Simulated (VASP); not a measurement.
Input of a VASP 6.6.1 run:

Contents of INCAR:

```
SYSTEM = PdPt2
ALGO = Normal ; EDIFF = 1E-6
ENCUT = 500 ; GGA = PE
GGA_COMPAT = .False. ; ISIF = 2
ISMEAR = 0 ; LASPH = .True.
LCHARG = .False. ; LREAL = .False.
LWAVE = .False. ; NBANDS = 22
NELM = 120 ; PREC = Accurate
SIGMA = 0.1
```

The input KPOINTS:

```
k-points
0
Gamma
  6 6 4
  0 0 0
```

Contents of POSCAR:

```
PdPt2
1.0
    3.5053399800      0.0000000000      0.0000000000
   -1.7526699900      3.0357134700      0.0000000000
    0.0000000000      0.0000000000      4.5921063800
Pd Pt
1 2
Direct
    0.0000000000      0.0000000000      0.0000000000
    0.3333333300      0.6666666700      0.0000000000
    0.6666666700      0.3333333300      0.0000000000
```

Potentials or basis: VASP PAW PBE potentials, release 64 (Pd, Pt).

Launch:

```sh
$ cat potpaw_PBE.64/Pd/POTCAR potpaw_PBE.64/Pt/POTCAR > POTCAR
$ mpirun -np 1 vasp_std > vasp.out
```

Task: Estimate the band gap on the k mesh.

Result: Zero (bands 15 and 16 overlap by 1.05 eV).

Task: Estimate the pressure.

Result: 353.3 GPa.

Stress tensor (GPa, compression positive):
```
529.78   0.00   0.00
  0.00 529.78   0.00
  0.00   0.00   0.33
```

Caveat: the cell stands under pressure; spin-orbit coupling is left out, which moves the levels of the heavy elements.
